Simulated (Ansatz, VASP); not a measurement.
**Na: VASP beside Ansatz**

```xyz
3
Lattice="6.1401 0.0000 0.0000 -3.0701 5.3175 0.0000 0.0000 0.0000 3.6414" Properties=species:S:1:pos:R:3 pbc="T T T"
Na    3.0701    5.3175    0.0000
Na    0.0000    3.5450    1.8207
Na    3.0701    1.7725    1.8207
```

Alike in both runs: functional revPBE; k mesh 6 × 6 × 9; occupations fermi-dirac, width 0.1 eV; no spin polarisation.

Ansatz relaxed the structure, and its values are those at the end. VASP's run is a single point on that final structure, the one shown.

```csv
,VASP,Ansatz
version,VASP 6.6.1,Ansatz 0.2.0
potentials or method,"VASP PAW PBE potentials, release 64 (Na_pv), cutoff 520 eV","plane waves (420 eV) with PAW, scalar-relativistic"
valence electrons in the cell,21,27
```

```csv
,VASP,Ansatz,Ansatz less VASP
pressure (GPa),0.0,0.0,+0.01
```

VASP's potentials were made for PBE, not for revPBE. With one functional, cell and mesh, what is left measures potentials, basis and numerics. VASP's potentials hold 21 valence electrons a cell and Ansatz's 27, so a difference there can come from the potentials and not from the codes.
